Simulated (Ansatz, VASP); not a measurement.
**Si16Ge: VASP beside Ansatz**

```
Si Ge
1.0
     0.00000    5.43000    5.43000
     5.43000    0.00000    5.43000
     5.43000    5.43000    0.00000
Si Ge
16 1
Direct
  0.00078 0.99793 0.99992
  0.12156 0.12891 0.12048
  0.98834 0.00147 0.50560
  0.12083 0.12955 0.62854
  0.00102 0.50122 0.99970
  0.12515 0.62522 0.12428
  0.00106 0.50102 0.49698
  0.11990 0.61998 0.62948
  0.50658 0.00439 0.98751
  0.63050 0.13057 0.11885
  0.50436 0.00665 0.50041
  0.62510 0.12518 0.62439
  0.49786 0.50085 0.00005
  0.62956 0.62090 0.11977
  0.50140 0.48843 0.50337
  0.62877 0.62162 0.62782
  0.37512 0.87524 0.37421
```

Alike in both runs: functional PBE; dispersion D3(BJ); k mesh 2 × 2 × 2; occupations gaussian, width 0.02 eV; no spin polarisation.

Ansatz relaxed the structure, and its values are those at the end. VASP's run is a single point on that final structure, the one shown.

```csv
,VASP,Ansatz
version,VASP 6.6.1,Ansatz 0.2.0
potentials or method,"VASP PAW PBE potentials, release 64 (Si, Ge_d), cutoff 520 eV","scalar-relativistic, plane waves, PAW"
valence electrons in the cell,78,78
```

```tsv
	VASP	Ansatz	Ansatz less VASP
rms of the force components (eV/Å)	0.010	0.011	0.0000
```

The k mesh is coarse, so the values compare programs but aren't converged.
